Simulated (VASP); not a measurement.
# SiNi3 in VASP: a series of runs

SiNi3 is run at these levels: PBE; tasks: single point.

Everything below comes from runs of VASP 6.6.1. Logs are shortened: lines on timing, memory, paths and dates and some standing lists are left out, and cuts for length are marked.

## Step 1: The cell of the first run

The typed cell holds 16 atoms: a = 6.128 Å, b = 6.128 Å, c = 6.074 Å, α = 107.57°, β = 107.57°, γ = 113.67°.

## Step 2: Single point, PBE

Contents of INCAR:

```
  ALGO = Fast
  EDIFF = 1E-6
  ENCUT = 520
  GGA = PE
  ISIF = 2
  ISMEAR = 0
  ISYM = 0
  LASPH = T
  LCHARG = T
  LELF = T
  LREAL = Auto
  LVHAR = T
  LWAVE = F
  NBANDS = 82
  NELM = 100
  PREC = Accurate
  SIGMA = 0.1
```

Contents of KPOINTS:

```
k-points
0
Gamma
  3 3 3
```

Contents of POSCAR:

```
SiNi3
1.0
   -3.6275266470      3.6276169404      3.3523640430
    3.6274918984     -3.6276223460      3.3523346999
    3.5818274263      3.5819231253     -3.3523694485
Si Ni
4 12
Direct
    1.0268119056      0.4883753386      0.5145809758
    0.4896255516      1.0256570267      0.5146719733
    1.0168505291      1.0156690074      1.0319351387
    0.7297449550      0.7285274610      0.4576592658
    0.4967667503      0.4955215021      0.9916668614
    0.5294380057      0.7735877557      0.7428004375
    0.9698161348      0.2139689111      0.7428032823
    0.0060653200      0.7515110312      0.2524420762
    0.5015210883      0.2469840458      0.2524379315
    0.7748349501      0.5282694702      0.7428087714
    0.2151345115      0.9685790510      0.7428043530
    0.2482525040      0.5003430569      0.2524340773
    0.7526905182      1.0047904462      0.2524385682
    0.2565758532      0.2553755798      0.5113529273
    0.2603261388      0.7414852127      1.0011965415
    0.7427204066      0.2590986637      0.0012184463
```

Potentials or basis: VASP PAW PBE potentials, release 64 (Si, Ni).

The run is started by

```
$ cat potpaw_PBE.64/Si/POTCAR potpaw_PBE.64/Ni/POTCAR > POTCAR
$ mpirun -np 1 vasp_std > vasp.out
```

OUTCAR:

```text
EDIFF = 1E-6
   ENCUT = 520
   GGA = PE
   ISIF = 2
   ISMEAR = 0
   ISYM = 0
   LASPH = T
   LREAL = Auto
   NELM = 100
   PREC = Accurate

 ion  position               nearest neighbor table
   1  0.027  0.488  0.515-  14 2.37  13 2.38  12 2.38  11 2.40  10 2.40  15 2.47   6 2.47   7 2.47
                             8 2.60   9 2.60  16 2.62   4 2.77
   2  0.490  0.026  0.515-  14 2.37   8 2.38   9 2.38   7 2.40   6 2.40  16 2.47  10 2.47  11 2.47
                            13 2.60  12 2.60  15 2.62   4 2.77
   3  0.017  0.016  0.032-  13 2.39  12 2.39   8 2.39   9 2.39  14 2.43  10 2.43  11 2.43   6 2.43
                             7 2.43  16 2.66  15 2.66   4 2.91
   4  0.730  0.729  0.458-   5 2.36  13 2.37  12 2.37   9 2.37   8 2.37  11 2.42  10 2.42   7 2.42
                             6 2.42   1 2.77   2 2.77   3 2.91
   5  0.497  0.496  0.992-   4 2.36  14 2.43  16 2.48  15 2.48  13 2.51  12 2.51   8 2.51   9 2.51
                            10 2.59  11 2.59   6 2.59   7 2.59
   6  0.529  0.774  0.743-   2 2.40  16 2.42   4 2.42   3 2.43   1 2.47  12 2.49  10 2.52  14 2.55
                             5 2.59  13 2.59  15 2.59  11 2.64   7 2.95
   7  0.970  0.214  0.743-   2 2.40  16 2.42   4 2.42   3 2.43   1 2.47  13 2.49  11 2.52  14 2.55
                             5 2.59  12 2.59  15 2.59  10 2.64   6 2.95
   8  0.006  0.752  0.252-   4 2.37   2 2.38   3 2.39  16 2.42  14 2.48  15 2.49  11 2.49   5 2.51
                            12 2.53  10 2.59   1 2.60  13 2.60
   9  0.502  0.247  0.252-   4 2.37   2 2.38   3 2.39  16 2.42  14 2.48  15 2.49  10 2.49   5 2.51
                            13 2.53  11 2.59   1 2.60  12 2.60
  10  0.775  0.528  0.743-   1 2.40  15 2.42   4 2.42   3 2.43   2 2.47   9 2.49   6 2.52  14 2.55
                             5 2.59   8 2.59  16 2.59   7 2.64  11 2.95
  11  0.215  0.969  0.743-   1 2.40  15 2.42   4 2.42   3 2.43   2 2.47   8 2.49   7 2.52  14 2.55
                             5 2.59   9 2.59  16 2.59   6 2.64  10 2.95
  12  0.248  0.500  0.252-   4 2.37   1 2.38   3 2.39  15 2.42  14 2.48  16 2.49   6 2.49   5 2.51
                             8 2.53   7 2.59   2 2.60   9 2.60
  13  0.753  0.005  0.252-   4 2.37   1 2.38   3 2.39  15 2.42  14 2.48  16 2.49   7 2.49   5 2.51
                             9 2.53   6 2.59   2 2.60   8 2.60
  14  0.257  0.255  0.511-   1 2.37   2 2.37   3 2.43   5 2.43   9 2.48   8 2.48  13 2.48  12 2.48
                             6 2.55   7 2.55  11 2.55  10 2.55
  15  0.260  0.741  0.001-  11 2.42  10 2.42  13 2.42  12 2.42   1 2.47   5 2.48   9 2.49   8 2.49
                             6 2.59   7 2.59   2 2.62   3 2.66
  16  0.743  0.259  0.001-   6 2.42   7 2.42   8 2.42   9 2.42   2 2.47   5 2.48  13 2.49  12 2.49
                            10 2.59  11 2.59   1 2.62   3 2.66

IMPORTANT INFORMATION: All symmetrisations will be switched off!
NOSYMM: (Re-)initialisation of all symmetry stuff for point group C_1.

----------------------------------------------------------------------------------------

                                     Primitive cell

  volume of cell :     174.2343

  direct lattice vectors                    reciprocal lattice vectors
    -3.627526647  3.627616940  3.352364043     0.000879994  0.138710793  0.149149249
     3.627491898 -3.627622346  3.352334700     0.138715644  0.000879391  0.149149852
     3.581827426  3.581923125 -3.352369449     0.139594198  0.139589951  0.000000836

  length of vectors
     6.128368373  6.128334953  6.074375845     0.203683472  0.203687215  0.197413005

  position of ions in fractional coordinates (direct lattice)
     0.026811906  0.488375339  0.514580976
     0.489625552  0.025657027  0.514671973
     0.016850529  0.015669007  0.031935139
     0.729744955  0.728527461  0.457659266
     0.496766750  0.495521502  0.991666861
     0.529438006  0.773587756  0.742800438
[... 8 lines left out ...]
     0.260326139  0.741485213  0.001196542
     0.742720407  0.259098664  0.001218446

  ion indices of the primitive-cell ions
   primitive index   ion index
                 1           1
                 2           2
                 3           3
                 4           4
                 5           5
                 6           6
[... 8 lines left out ...]
                15          15
                16          16

----------------------------------------------------------------------------------------

 KPOINTS: k-points

Automatic generation of k-mesh.
 Grid dimensions read from file:
 generate k-points for:    3    3    3

 Generating k-lattice:

  Cartesian coordinates                     Fractional coordinates (reciprocal lattice)
     0.000293331  0.046236931  0.049716416     0.333333333  0.000000000  0.000000000
     0.046238548  0.000293130  0.049716617     0.000000000  0.333333333  0.000000000
     0.046531399  0.046529984  0.000000279    -0.000000000  0.000000000  0.333333333

  Length of vectors
     0.067894491  0.067895738  0.065804335

  Shift w.r.t. Gamma in fractional coordinates (k-lattice)
     0.000000000  0.000000000  0.000000000

 Subroutine IBZKPT returns following result:
 ===========================================

 Found     14 irreducible k-points:

 Following reciprocal coordinates:
            Coordinates               Weight
  0.000000  0.000000  0.000000      1.000000
  0.333333 -0.000000 -0.000000      2.000000
 -0.000000  0.333333 -0.333333      2.000000
  0.000000  0.333333 -0.000000      2.000000
  0.333333 -0.000000 -0.333333      2.000000
  0.333333  0.333333 -0.000000      2.000000
  0.333333  0.333333  0.333333      2.000000
 -0.333333  0.333333 -0.000000      2.000000
 -0.000000 -0.000000  0.333333      2.000000
  0.333333 -0.000000  0.333333      2.000000
  0.000000  0.333333  0.333333      2.000000
 -0.333333  0.333333  0.333333      2.000000
  0.333333 -0.333333  0.333333      2.000000
 -0.333333 -0.333333  0.333333      2.000000
   k-points           NKPTS =     14   k-points in BZ     NKDIM =     14   number of bands    NBANDS=     82
   number of dos      NEDOS =    301   number of ions     NIONS =     16
   total plane-waves  NPLWV = 110592
   dimension x,y,z NGX =    48 NGY =   48 NGZ =   48
   dimension x,y,z NGXF=    96 NGYF=   96 NGZF=   96
   ions per type =               4  12
   NGX,Y,Z   is equivalent  to a cutoff of  13.02, 13.02, 13.14 a.u.
   NGXF,Y,Z  is equivalent  to a cutoff of  26.04, 26.04, 26.27 a.u.
 SYSTEM =  unknown system
   PREC   = accura    normal or accurate (medium, high low for compatibility)
   ISTART =      0    job   : 0-new  1-cont  2-samecut
   ICHARG =      2    charge: 1-file 2-atom 10-const
   ISPIN  =      1    spin polarized calculation?
   LNONCOLLINEAR =      F non collinear calculations
   LSORBIT =      F    spin-orbit coupling
   LASPH  =      T    aspherical Exc in radial PAW
   ENCUT  =  520.0 eV  38.22 Ry    6.18 a.u.  11.39 11.39 11.29*2*pi/ulx,y,z
   NELM   =    100;   NELMIN=  2; NELMDL= -5     # of ELM steps
   EDIFF  = 0.1E-05   stopping-criterion for ELM
   LREAL  =      T    real-space projection
   EDIFFG = 0.1E-04   stopping-criterion for IOM
   NSW    =      0    number of steps for IOM
   IBRION =     -1    ionic relax: 0-MD 1-quasi-New 2-CG
   NFREE  =      0    steps in history (QN), initial steepest desc. (CG)
   ISIF   =      2    stress and relaxation
   ISYM   =      0    0-nonsym 1-usesym 2-fastsym
   POTIM  = 0.5000    time-step for ionic-motion
   TEBEG  =    0.0;   TEEND  =   0.0 temperature during run
   PSTRESS=    0.0 pullay stress
   NELECT =     136.0000    total number of electrons
   NUPDOWN=      -1.0000    fix difference up-down
   EMIN   =  10.00;   EMAX   =-10.00  energy-range for DOS
   EFERMI =   0.00;   METHOD = LEGACY
   ISMEAR =     0;   SIGMA  =   0.10  broadening in eV -4-tet -1-fermi 0-gaus
   EFERMI_NEDOS =   21; number of points for ismear=-14 and -15
   IALGO  =     68    algorithm
   IMIX   =      4    mixing-type and parameters
     AMIX     =   0.40;   BMIX     =  1.00
     AMIX_MAG =   1.60;   BMIX_MAG =  1.00
  volume/ion in A,a.u.               =      10.89        73.49
  Fermi-wavevector in a.u.,A,eV,Ry     =   1.507335  2.848451 30.913256  2.272060
  Thomas-Fermi vector in A             =   2.617935
   LORBIT       =      0    0 simple, 1 ext, 2 COOP (PROOUT), +10 PAW based schemes
   GGA     = PE    functional components
   LHFCALC =     F    Hartree Fock is set to
   AEXX    =    0.0000 exact exchange contribution
   IVDW    =     0    specifies the selected vdW correction
   LEPSILON=     F    determine dielectric tensor
   LRPA    =     F    only Hartree local field effects (RPA)
 non-spin polarized calculation
 RMM-DIIS sequential band-by-band and
 Gauss-broadening in eV      SIGMA  =   0.10
  energy-cutoff  :      520.00
  volume of cell :      174.23
 maximum number of plane-waves:      4706
 NGX is ok and might be reduce to    48
   NGX = 23   NGY = 23   NGZ = 23

 number of electron     135.9999992 magnetization

 Free energy of the ion-electron system (eV)
  ---------------------------------------------------
  ext. energy  EPLUGINS =         0.00000000
  ---------------------------------------------------
  free energy    TOTEN  =       -93.62009210 eV

  energy without entropy =      -93.58059000  energy(sigma->0) =      -93.60034105

 E-fermi :  10.6087     XC(G=0): -13.0265

 val. band max:       10.6000574446   @ k =   0.0000   0.0000   0.0000
 cond. band min:      10.6399224693   @ k =  -0.3333   0.3333   0.3333
 fundamental gap:      0.0398650248
 Fermi energy:        10.6087304326

 k-point     1 :       0.0000    0.0000    0.0000
  band No.  band energies     occupation
      1      -1.5808      2.00000
      2       1.9080      2.00000
      3       1.9692      2.00000
      4       2.1377      2.00000
      5       3.8883      2.00000
      6       3.9565      2.00000
[... 72 lines left out ...]
     79      15.8207      0.00000
     80      15.8532      0.00000

 k-point     2 :       0.3333   -0.0000   -0.0000
  band No.  band energies     occupation
      1      -1.0040      2.00000
      2       0.6942      2.00000
      3       1.5405      2.00000
      4       2.1175      2.00000
      5       3.7921      2.00000
      6       3.9803      2.00000
[... 72 lines left out ...]
     79      14.3988      0.00000
     80      14.6193      0.00000
[... 911 lines left out ...]
     79      14.5475      0.00000
     80      14.8867      0.00000

 k-point    14 :      -0.3333   -0.3333    0.3333
  band No.  band energies     occupation
      1      -0.4465      2.00000
      2       0.5501      2.00000
      3       1.0782      2.00000
      4       1.6737      2.00000
      5       3.4460      2.00000
      6       3.7965      2.00000
[... 72 lines left out ...]
     79      14.4740      0.00000
     80      14.4783      0.00000
 [bands above 80 left out]

------------------------ aborting loop because EDIFF is reached ----------------------------------------

  FORCE on cell =-STRESS in cart. coord.  units (eV):
  Direction    XX          YY          ZZ          XY          YZ          ZX
  --------------------------------------------------------------------------------------
  -------------------------------------------------------------------------------------
  Total        0.0983966      0.0961692     -0.0449530      0.0154529      0.0012119     -0.0002490
  in kB        0.9048092      0.8843275     -0.4133665      0.1420977      0.0111438     -0.0022893
  external PRESSURE =       0.4585901 kB  Pullay stress =       0.0000000 kB

 VOLUME and BASIS-vectors are now :
 -----------------------------------------------------------------------------
  energy-cutoff  :      520.00
  volume of cell :      174.23
      direct lattice vectors                 reciprocal lattice vectors
    -3.627526647  3.627616940  3.352364043     0.000879994  0.138710793  0.149149249
     3.627491898 -3.627622346  3.352334700     0.138715644  0.000879391  0.149149852
     3.581827426  3.581923125 -3.352369449     0.139594198  0.139589951  0.000000836

 POSITION                                       TOTAL-FORCE (eV/Angst)
 -----------------------------------------------------------------------------------
      3.51746      0.16881      0.00202        -0.002371     -0.002668      0.000144
      0.16041      3.52662      0.00204        -0.002646     -0.001364     -0.000109
      0.11010      0.11868      0.00196        -0.003595     -0.004533     -0.000329
      1.63481      1.64371      3.35440        -0.000287     -0.000298     -0.000249
      3.54745      3.55659      0.00206        -0.013562     -0.013945     -0.000310
      3.54622      1.77497      1.87805         0.001354      0.002808     -0.004492
[... 8 lines left out ...]
      1.74968     -1.74118      3.35440         0.007516      0.001459     -0.000376
     -1.75000      1.75876      3.35437         0.001871      0.008184     -0.000049
 -----------------------------------------------------------------------------------
    total drift:                               -0.000579     -0.000696     -0.000938

  FREE ENERGIE OF THE ION-ELECTRON SYSTEM (eV)
  ---------------------------------------------------
  free  energy   TOTEN  =       -93.6200920980 eV

  energy  without entropy=      -93.5805899968  energy(sigma->0) =      -93.60034105
```

It took 6.1 min on 1 thread of Intel Xeon 6975P-C (Granite Rapids), shared host; peak memory 0.39 GiB.

Results:

```yaml
Free_energy: -93.6201 eV
Pressure: 0.0 GPa
Largest_force: 0.019 eV/Å
Band_gap_on_the_k_mesh: zero (bands 68 and 69 overlap by 0.38 eV)
```

Forces in eV/Å, atoms in the order of the input:
```
Si  -0.002 -0.003  0.000
Si  -0.003 -0.001  0.000
Si  -0.004 -0.005  0.000
Si   0.000  0.000  0.000
Ni  -0.014 -0.014  0.000
Ni   0.001  0.003 -0.004
Ni   0.001  0.003  0.005
Ni   0.000 -0.003 -0.003
Ni   0.000 -0.003  0.003
Ni   0.003  0.001 -0.005
Ni   0.003  0.002  0.005
Ni  -0.003  0.000  0.003
Ni  -0.003  0.000 -0.002
Ni   0.011  0.011  0.000
Ni   0.008  0.001  0.000
Ni   0.002  0.008  0.000
```

Stress tensor (GPa, compression positive):
```
 0.09  0.01  0.00
 0.01  0.09  0.00
 0.00  0.00 -0.04
```

Caveat: the k points lie up to 0.43 Å⁻¹ apart. Spin polarisation is off, so any magnetic state and its effect on volume and gap are missing.

(Part 1 of 2 ends here.)

The gap in the log of VASP goes by the Fermi energy; the results here count the filled bands.